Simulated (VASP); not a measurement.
# Sn in VASP: notebook, part 2 of 2

VASP 6.6.1. Earlier steps stand in the parts before.

## 3. Single point, r2SCAN

This run uses another cell than the first one, of 26.12 Å³/atom, 0.960 times its volume.

POSCAR

```
Sn
1.0
   -1.8690452773      1.8690452773      1.8690452773
    1.8690452773     -1.8690452773      1.8690452773
    1.8690452773      1.8690452773     -1.8690452773
Sn
1
Direct
    0.0000000000      0.0000000000      0.0000000000
```

INCAR.step1

```
PREC     = Accurate       # precision mode
ENCUT    = 520            # plane-wave cutoff, eV
ISMEAR   = -1             # smearing method
SIGMA    = 0.05           # smearing width, eV
LREAL    = F              # projectors in reciprocal space
LASPH    = T              # aspherical terms in the spheres
NELM     = 60             # most SCF steps
NBANDS   = 13             # bands
GGA      = PE             # functional
ALGO     = Normal         # electronic algorithm
EDIFF    = 1E-4           # SCF threshold, eV
LWAVE    = T              # write WAVECAR
LCHARG   = F              # write CHGCAR
```

INCAR.step2

```
PREC     = Accurate       # precision mode
ENCUT    = 520            # plane-wave cutoff, eV
EDIFF    = 1E-6           # SCF threshold, eV
ISMEAR   = -1             # smearing method
SIGMA    = 0.05           # smearing width, eV
LREAL    = F              # projectors in reciprocal space
LASPH    = T              # aspherical terms in the spheres
NELM     = 60             # most SCF steps
ALGO     = Normal         # electronic algorithm
ISIF     = 2              # what is computed and relaxed
LWAVE    = F              # write WAVECAR
LCHARG   = F              # write CHGCAR
METAGGA  = R2SCAN         # meta-GGA
LMIXTAU  = T            
NBANDS   = 13             # bands
ISTART   = 1
```

KPOINTS

```
regular mesh
0
Gamma
  10 10 10
```

Potentials or basis: VASP PAW PBE potentials, release 64 (Sn_d).

On the command line:

```console
> cat potpaw_PBE.64/Sn_d/POTCAR > POTCAR
> cp INCAR.step1 INCAR
> mpirun -np 1 vasp_std > vasp.out
> cp INCAR.step2 INCAR
> mpirun -np 1 vasp_std > vasp.out
```

OUTCAR:

```text
PREC = Accurate
   ENCUT = 520
   EDIFF = 1E-6
   ISMEAR = -1
   LREAL = F
   LASPH = T
   NELM = 60
   ISIF = 2
   METAGGA = R2SCAN
   ISTART = 1

 ion  position               nearest neighbor table
   1  0.000  0.000  0.000-

  LATTYP: Found a body centered cubic cell.
 ALAT       =     3.7380905546

  Lattice vectors:

 A1 = (  -1.8690452773,   1.8690452773,   1.8690452773)
 A2 = (   1.8690452773,  -1.8690452773,   1.8690452773)
 A3 = (   1.8690452773,   1.8690452773,  -1.8690452773)

Analysis of symmetry for initial positions (statically):
=====================================================================
 Subroutine PRICEL returns:
 Original cell was already a primitive cell.

 Routine SETGRP: Setting up the symmetry group for a
 body centered cubic supercell.

 Subroutine GETGRP returns: Found 48 space group operations
[... 9 lines left out ...]

 Routine SETGRP: Setting up the symmetry group for a
 body centered cubic supercell.

 Subroutine GETGRP returns: Found 48 space group operations
[... 11 lines left out ...]
                                     Primitive cell

  volume of cell :      26.1168

  direct lattice vectors                    reciprocal lattice vectors
    -1.869045277  1.869045277  1.869045277     0.000000000  0.267516259  0.267516259
     1.869045277 -1.869045277  1.869045277     0.267516259  0.000000000  0.267516259
     1.869045277  1.869045277 -1.869045277     0.267516259  0.267516259  0.000000000

  length of vectors
     3.237281382  3.237281382  3.237281382     0.378325121  0.378325121  0.378325121

  position of ions in fractional coordinates (direct lattice)
     0.000000000  0.000000000  0.000000000

  ion indices of the primitive-cell ions
   primitive index   ion index
                 1           1

[... 82 lines left out ...]
   NELECT =      14.0000    total number of electrons
   NUPDOWN=      -1.0000    fix difference up-down
   EMIN   =  10.00;   EMAX   =-10.00  energy-range for DOS
[... 5 lines left out ...]
     AMIX     =   0.40;   BMIX     =  1.00
     AMIX_MAG =   1.60;   BMIX_MAG =  1.00
  volume/ion in A,a.u.               =      26.12       176.24
  Fermi-wavevector in a.u.,A,eV,Ry     =   1.329876  2.513101 24.062844  1.768569
  Thomas-Fermi vector in A             =   2.459005
   LORBIT       =      0    0 simple, 1 ext, 2 COOP (PROOUT), +10 PAW based schemes
   METAGGA = R2SCAN    functional components
   LHFCALC =     F    Hartree Fock is set to
   AEXX    =    0.0000 exact exchange contribution
   IVDW    =     0    specifies the selected vdW correction
   LEPSILON=     F    determine dielectric tensor
   LRPA    =     F    only Hartree local field effects (RPA)
 non-spin polarized calculation
  energy-cutoff  :      520.00
  volume of cell :       26.12
 maximum number of plane-waves:       713
   NGX = 13   NGY = 13   NGZ = 13

 number of electron      13.9999991 magnetization

 Free energy of the ion-electron system (eV)
  ---------------------------------------------------
  ext. energy  EPLUGINS =         0.00000000
  ---------------------------------------------------
  free energy    TOTEN  =       -24.48830437 eV

  energy without entropy =      -24.48283312  energy(sigma->0) =      -24.48556875

 E-fermi :   8.5193     XC(G=0): -11.4835

 val. band max:        8.4777441143   @ k =   0.2000   0.2000   0.2000
 cond. band min:       8.5265926757   @ k =   0.2000   0.2000   0.0000
 fundamental gap:      0.0488485614
 Fermi energy:         8.5192531631

 k-point     1 :       0.0000    0.0000    0.0000
  band No.  band energies     occupation
      1     -13.7800      2.00000
      2     -13.7799      2.00000
      3     -13.7799      2.00000
      4     -13.6083      2.00000
      5     -13.6083      2.00000
      6      -3.4374      2.00000
      7      17.3657      0.00000
      8      17.3657      0.00000
      9      17.3657      0.00000
     10      21.5082      0.00000
     11      21.5082      0.00000
     12      21.5082      0.00000
     13      22.0578      0.00000
[... 354 lines left out ...]
  band No.  band energies     occupation
      1     -13.7906      2.00000
      2     -13.7367      2.00000
      3     -13.6489      2.00000
      4     -13.6198      2.00000
      5     -13.6067      2.00000
      6      -1.0451      2.00000
      7       8.7759      0.01174
      8      12.6809      0.00000
      9      14.2641      0.00000
     10      18.3378      0.00000
     11      19.2146      0.00000
     12      20.4580      0.00000
     13      26.7281      0.00000

 [... further k-points ...]
[... 5 lines left out ...]
  --------------------------------------------------------------------------------------
  -------------------------------------------------------------------------------------
  Total        0.2150871      0.2150871      0.2150871      0.0000000      0.0000000      0.0000000
  in kB       13.1948806     13.1948806     13.1948806      0.0000000      0.0000000      0.0000000
  external PRESSURE =      13.1948806 kB  Pullay stress =       0.0000000 kB

 VOLUME and BASIS-vectors are now :
 -----------------------------------------------------------------------------
  energy-cutoff  :      520.00
  volume of cell :       26.12
      direct lattice vectors                 reciprocal lattice vectors
    -1.869045277  1.869045277  1.869045277     0.000000000  0.267516259  0.267516259
     1.869045277 -1.869045277  1.869045277     0.267516259  0.000000000  0.267516259
     1.869045277  1.869045277 -1.869045277     0.267516259  0.267516259  0.000000000

 POSITION                                       TOTAL-FORCE (eV/Angst)
 -----------------------------------------------------------------------------------
      0.00000      0.00000      0.00000         0.000000      0.000000      0.000000
 -----------------------------------------------------------------------------------
    total drift:                               -0.000000      0.000000     -0.000000

  FREE ENERGIE OF THE ION-ELECTRON SYSTEM (eV)
  ---------------------------------------------------
  free  energy   TOTEN  =       -24.4883043692 eV

  energy  without entropy=      -24.4828331229  energy(sigma->0) =      -24.48556875
```

OUTCAR.step1:

```text
PREC = Accurate
   ENCUT = 520
   ISMEAR = -1
   LREAL = F
   LASPH = T
   NELM = 60
[... 597 lines left out ...]

 POSITION                                       TOTAL-FORCE (eV/Angst)
 -----------------------------------------------------------------------------------
      0.00000      0.00000      0.00000        -0.000000     -0.000000      0.000000
 -----------------------------------------------------------------------------------
    total drift:                               -0.000000      0.000000     -0.000000

  FREE ENERGIE OF THE ION-ELECTRON SYSTEM (eV)
  ---------------------------------------------------
  free  energy   TOTEN  =        -3.7510537067 eV

  energy  without entropy=       -3.7444372553  energy(sigma->0) =       -3.74774548
```

Wall time 38 s (1 thread of Intel Xeon 6975P-C, shared host); peak memory 0.15 GiB.

What came out:

* Free energy: -24.4883 eV
* Pressure: 1.3 GPa
* Band gap on the k mesh: zero (band 7 reaches 17.37 eV, above the bottom of band 8 at 5.98 eV)

Levels at points of the mesh, in eV from the Fermi level:
```tsv
k point	band 3	band 4	band 5	band 6	band 7	band 8	band 9	band 10	band 11	band 12
(0.00, 0.00, 0.00)	-22.30	-22.13	-22.13	-11.96	8.85	8.85	8.85	12.99	12.99	12.99
(0.50, 0.00, 0.00)	-22.14	-22.14	-22.03	-6.68	-4.90	3.90	6.01	8.76	8.81	16.33
(0.50, 0.50, 0.50)	-22.05	-22.05	-22.05	-2.06	-0.63	-0.63	-0.63	4.16	4.16	19.32
```

Caveat: the PAW data sets were made with another functional, which shifts forces and pressure a little; spin-orbit coupling is left out, which moves the levels of the heavy elements.

## 4. Single point, r2SCAN

This run uses another cell than the first one, of 26.66 Å³/atom, 0.980 times its volume.

POSCAR

```
Sn
1.0
   -1.8819356520      1.8819356520      1.8819356520
    1.8819356520     -1.8819356520      1.8819356520
    1.8819356520      1.8819356520     -1.8819356520
Sn
1
Direct
    0.0000000000      0.0000000000      0.0000000000
```

INCAR.step1

```
SYSTEM = Sn
ALGO = Normal
EDIFF = 1E-4
ENCUT = 520
GGA = PE
ISMEAR = -1
LASPH = .TRUE.
LCHARG = .FALSE.
LREAL = .FALSE.
LWAVE = .TRUE.
NBANDS = 13
NELM = 100
PREC = Accurate
SIGMA = 0.05
```

INCAR.step2

```
SYSTEM = Sn
ALGO = Normal
EDIFF = 1E-6
ENCUT = 520
ISIF = 2
ISMEAR = -1
ISTART = 1
LASPH = .TRUE.
LCHARG = .TRUE.
LELF = .TRUE.
LMIXTAU = .TRUE.
LREAL = .FALSE.
LVHAR = .TRUE.
LWAVE = .FALSE.
METAGGA = R2SCAN
NBANDS = 13
NELM = 100
PREC = Accurate
SIGMA = 0.05
```

KPOINTS

```
k-points
0
G
  10 10 10
  0 0 0
```

On the command line:

```console
> cat potpaw_PBE.64/Sn_d/POTCAR > POTCAR
> cp INCAR.step1 INCAR
> mpirun -np 1 vasp_std > vasp.out
> cp INCAR.step2 INCAR
> mpirun -np 1 vasp_std > vasp.out
```

It used 26 s of CPU time on 1 thread of Intel Xeon 6975P-C, on a shared host.

The run converged. Its results:

```yaml
Free_energy: -24.4911 eV
Pressure: 0.2 GPa
Band_gap_on_the_k_mesh: zero (band 7 reaches 16.90 eV, above the bottom of band 8 at 5.79 eV)
```

Levels at points of the mesh, in eV from the Fermi level:
```csv
k point,band 4,band 5,band 6,band 7,band 8,band 9,band 10,band 11
"(0.00, 0.00, 0.00)",-22.11,-22.11,-11.79,8.64,8.64,8.64,12.96,12.96
"(0.50, 0.00, 0.00)",-22.12,-22.02,-6.66,-4.78,3.83,5.94,8.70,8.70
"(0.50, 0.50, 0.50)",-22.04,-22.04,-2.18,-0.60,-0.60,-0.60,4.18,4.18
```

Caveat: the PAW data sets were made with another functional, which shifts forces and pressure a little; spin-orbit coupling is left out, which moves the levels of the heavy elements.

## 5. Single point, r2SCAN

POSCAR

```
Sn
1.0
   -1.8946518192      1.8946518192      1.8946518192
    1.8946518192     -1.8946518192      1.8946518192
    1.8946518192      1.8946518192     -1.8946518192
Sn
1
Direct
    0.0000000000      0.0000000000      0.0000000000
```

INCAR.step1

```
SYSTEM = Sn
  PREC = Accurate
  ENCUT = 520
  ISMEAR = -1
  SIGMA = 0.05
  LREAL = .False.
  LASPH = .True.
  NELM = 60
  NBANDS = 13
  GGA = PE
  ALGO = Normal
  EDIFF = 1E-4
  LWAVE = .True.
  LCHARG = .False.
```

INCAR.step2

```
SYSTEM = Sn
  PREC = Accurate
  ENCUT = 520
  EDIFF = 1E-7
  ISMEAR = -1
  SIGMA = 0.05
  LREAL = .False.
  LASPH = .True.
  NELM = 60
  ALGO = Normal
  ISIF = 2
  LWAVE = .False.
  LCHARG = .False.
  METAGGA = R2SCAN
  LMIXTAU = .True.
  NBANDS = 13
  ISTART = 1
```

KPOINTS

```
regular mesh
0
Gamma
  10 10 10
  0 0 0
```

Potentials or basis: VASP PAW PBE potentials, release 64 (Sn_d).

On the command line:

```console
> cat potpaw_PBE.64/Sn_d/POTCAR > POTCAR
> cp INCAR.step1 INCAR
> mpirun -np 1 vasp_std > vasp.out
> cp INCAR.step2 INCAR
> mpirun -np 1 vasp_std > vasp.out
```

OUTCAR:

```text
SYSTEM = Sn
   PREC = Accurate
   ENCUT = 520
   EDIFF = 1E-7
   ISMEAR = -1
   LREAL = .False.
   LASPH = .True.
   NELM = 60
   ISIF = 2
   METAGGA = R2SCAN
   ISTART = 1

 ion  position               nearest neighbor table
   1  0.000  0.000  0.000-

  LATTYP: Found a body centered cubic cell.
 ALAT       =     3.7893036384

  Lattice vectors:

 A1 = (  -1.8946518192,   1.8946518192,   1.8946518192)
 A2 = (   1.8946518192,  -1.8946518192,   1.8946518192)
 A3 = (   1.8946518192,   1.8946518192,  -1.8946518192)

Analysis of symmetry for initial positions (statically):
=====================================================================
 Subroutine PRICEL returns:
 Original cell was already a primitive cell.

 Routine SETGRP: Setting up the symmetry group for a
 body centered cubic supercell.

 Subroutine GETGRP returns: Found 48 space group operations
[... 9 lines left out ...]

 Routine SETGRP: Setting up the symmetry group for a
 body centered cubic supercell.

 Subroutine GETGRP returns: Found 48 space group operations
[... 11 lines left out ...]
                                     Primitive cell

  volume of cell :      27.2050

  direct lattice vectors                    reciprocal lattice vectors
    -1.894651819  1.894651819  1.894651819     0.000000000  0.263900731  0.263900731
     1.894651819 -1.894651819  1.894651819     0.263900731  0.000000000  0.263900731
     1.894651819  1.894651819 -1.894651819     0.263900731  0.263900731  0.000000000

  length of vectors
     3.281633214  3.281633214  3.281633214     0.373211993  0.373211993  0.373211993

  position of ions in fractional coordinates (direct lattice)
     0.000000000  0.000000000  0.000000000

  ion indices of the primitive-cell ions
   primitive index   ion index
                 1           1

----------------------------------------------------------------------------------------

 KPOINTS: regular mesh

[... 79 lines left out ...]
   NUPDOWN=      -1.0000    fix difference up-down
   EMIN   =  10.00;   EMAX   =-10.00  energy-range for DOS
[... 5 lines left out ...]
     AMIX     =   0.40;   BMIX     =  1.00
     AMIX_MAG =   1.60;   BMIX_MAG =  1.00
  volume/ion in A,a.u.               =      27.20       183.59
  Fermi-wavevector in a.u.,A,eV,Ry     =   1.311902  2.479136 23.416813  1.721087
  Thomas-Fermi vector in A             =   2.442332
   LORBIT       =      0    0 simple, 1 ext, 2 COOP (PROOUT), +10 PAW based schemes
   METAGGA = R2SCAN    functional components
   LHFCALC =     F    Hartree Fock is set to
   AEXX    =    0.0000 exact exchange contribution
   IVDW    =     0    specifies the selected vdW correction
   LEPSILON=     F    determine dielectric tensor
   LRPA    =     F    only Hartree local field effects (RPA)
 non-spin polarized calculation
  energy-cutoff  :      520.00
  volume of cell :       27.20
 maximum number of plane-waves:       751
   NGX = 13   NGY = 13   NGZ = 13

 number of electron      13.9999996 magnetization

 Free energy of the ion-electron system (eV)
  ---------------------------------------------------
  ext. energy  EPLUGINS =         0.00000000
  ---------------------------------------------------
  free energy    TOTEN  =       -24.49043924 eV

  energy without entropy =      -24.48429139  energy(sigma->0) =      -24.48736531

 E-fermi :   8.0006     XC(G=0): -11.2575

 val. band max:        7.9537185969   @ k =   0.2000   0.2000   0.0000
 cond. band min:       8.0272698759   @ k =   0.2000   0.2000   0.2000
 fundamental gap:      0.0735512791
 Fermi energy:         8.0006382309

 k-point     1 :       0.0000    0.0000    0.0000
  band No.  band energies     occupation
      1     -14.2537      2.00000
      2     -14.2536      2.00000
      3     -14.2536      2.00000
      4     -14.1015      2.00000
      5     -14.1015      2.00000
      6      -3.6237      2.00000
      7      16.4445      0.00000
      8      16.4445      0.00000
      9      16.4446      0.00000
     10      20.9312      0.00000
     11      20.9312      0.00000
     12      20.9312      0.00000
     13      21.2327      0.00000
[... 354 lines left out ...]
  band No.  band energies     occupation
      1     -14.2624      2.00000
      2     -14.2136      2.00000
      3     -14.1372      2.00000
      4     -14.1119      2.00000
      5     -14.1000      2.00000
      6      -1.3184      2.00000
      7       8.2256      0.02198
      8      12.0192      0.00000
      9      13.5656      0.00000
     10      17.6239      0.00000
     11      18.5096      0.00000
     12      19.7299      0.00000
     13      25.8682      0.00000

 [... further k-points ...]
[... 5 lines left out ...]
  --------------------------------------------------------------------------------------
  -------------------------------------------------------------------------------------
  Total       -0.1273806     -0.1273806     -0.1273806      0.0000000      0.0000000     -0.0000000
  in kB       -7.5018032     -7.5018032     -7.5018032      0.0000000      0.0000000     -0.0000000
  external PRESSURE =      -7.5018032 kB  Pullay stress =       0.0000000 kB

 VOLUME and BASIS-vectors are now :
 -----------------------------------------------------------------------------
  energy-cutoff  :      520.00
  volume of cell :       27.20
      direct lattice vectors                 reciprocal lattice vectors
    -1.894651819  1.894651819  1.894651819     0.000000000  0.263900731  0.263900731
     1.894651819 -1.894651819  1.894651819     0.263900731  0.000000000  0.263900731
     1.894651819  1.894651819 -1.894651819     0.263900731  0.263900731  0.000000000

 POSITION                                       TOTAL-FORCE (eV/Angst)
 -----------------------------------------------------------------------------------
      0.00000      0.00000      0.00000        -0.000000     -0.000000      0.000000
 -----------------------------------------------------------------------------------
    total drift:                               -0.000000      0.000000     -0.000000

  FREE ENERGIE OF THE ION-ELECTRON SYSTEM (eV)
  ---------------------------------------------------
  free  energy   TOTEN  =       -24.4904392361 eV

  energy  without entropy=      -24.4842913937  energy(sigma->0) =      -24.48736531
```

OUTCAR.step1:

```text
SYSTEM = Sn
   PREC = Accurate
   ENCUT = 520
   ISMEAR = -1
   LREAL = .False.
   LASPH = .True.
[... 600 lines left out ...]
 -----------------------------------------------------------------------------------
      0.00000      0.00000      0.00000         0.000000      0.000000     -0.000000
 -----------------------------------------------------------------------------------
    total drift:                                0.000000      0.000000      0.000000

  FREE ENERGIE OF THE ION-ELECTRON SYSTEM (eV)
  ---------------------------------------------------
  free  energy   TOTEN  =        -3.7623004145 eV

  energy  without entropy=       -3.7550082623  energy(sigma->0) =       -3.75865434
```

It used 25 s of CPU time on 1 thread of Intel Xeon 6975P-C, with other jobs on the host.

What came out:

```yaml
Free_energy: -24.4904 eV
Pressure: -0.8 GPa
Band_gap_on_the_k_mesh: zero (band 7 reaches 16.44 eV, above the bottom of band 8 at 5.61 eV)
```

Caveat: the PAW data sets were made with another functional, which shifts forces and pressure a little; spin-orbit coupling is left out, which moves the levels of the heavy elements.

## 6. Overview

```csv
level,cell,gap on the mesh (eV),pressure (GPa)
PBE,"a = 3.283, b = 3.269, c = 3.261 Å, angles 109.2, 109.5, 108.9°, 1 atom",none,0.7
r2SCAN,"a = 3.237 Å, angles 109.5°, 1 atom",none,1.3
r2SCAN,"a = 3.260 Å, angles 109.5°, 1 atom",none,0.2
r2SCAN,"a = 3.282 Å, angles 109.5°, 1 atom",none,-0.8
```

Alike in all rows: task single point; potentials or basis VASP PAW PBE potentials, release 64 (Sn_d); no spin polarisation; k mesh 10 × 10 × 10; cutoff (eV) 520; smearing fermi-dirac 0.05 eV.

Caveats: spin-orbit coupling is left out, which moves the levels of the heavy elements; the PAW data sets were made with another functional, which shifts forces and pressure a little (some runs).

Absolute energies hang on the potentials; compare differences alone.
